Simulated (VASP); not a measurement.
Ta2B2O:

```
CELL_PARAMETERS angstrom
4.35513 0.00000 0.00000
0.00000 4.35513 0.00000
0.00000 0.00000 3.09159
ATOMIC_POSITIONS crystal
Ta 0.00000 0.50000 0.50000
Ta 0.50000 0.00000 0.50000
B 0.50000 0.50000 0.75019
B 0.50000 0.50000 0.24981
O 0.00000 0.00000 0.00000
```

The cell was built from a structure type or drawn by symmetry, and may not be a known phase.

- Program: VASP 6.6.1
- Task: relaxation of cell and atoms
- Functional: PBE
- Potentials or basis: VASP PAW PBE potentials, release 64 (Ta_pv, B, O)
- Cutoff: 600 eV
- k mesh: 10 × 10 × 12
- Occupations: gaussian, width 0.1 eV
- Spin: no spin polarisation

At the start: pressure 0.3 GPa; volume 11.73 Å³/atom.

Question: How do energy, volume and symmetry change on relaxing?

Answer: Over 11 steps the energy falls by 3.2 meV/atom and the volume is 11.71 Å³/atom (-0.1 %); space group P4/mmm (No. 123, to 0.1 Å) before and after.

The path:
```
step  energy change (eV)  largest force (eV/Å)  pressure (GPa)  volume (Å³)
   1              0.0000                0.1590            0.33        58.64
   2             -0.0038                0.6962           -0.29        58.84
   3             -0.0053                0.4055           -0.07        58.77
   4             -0.0109                0.1981           -0.60        58.84
   5             -0.0141                0.0306           -1.18        58.93
   6             -0.0142                0.0676           -1.25        58.94
   7             -0.0157                0.0023           -0.13        58.59
   8             -0.0157                0.0088           -0.24        58.63
   9             -0.0157                0.0097           -0.25        58.64
  10             -0.0158                0.0038           -0.13        58.60
  11             -0.0159                0.0014           -0.02        58.57
```

Final structure:
```xyz
5
Lattice="4.3049 0.0000 0.0000 0.0000 4.3049 0.0000 0.0000 0.0000 3.1605" Properties=species:S:1:pos:R:3 pbc="T T T"
Ta    0.0000    2.1524    1.5802
Ta    2.1524    0.0000    1.5802
B     2.1524    2.1524    2.3767
B     2.1524    2.1524    0.7837
O     0.0000    0.0000    0.0000
```
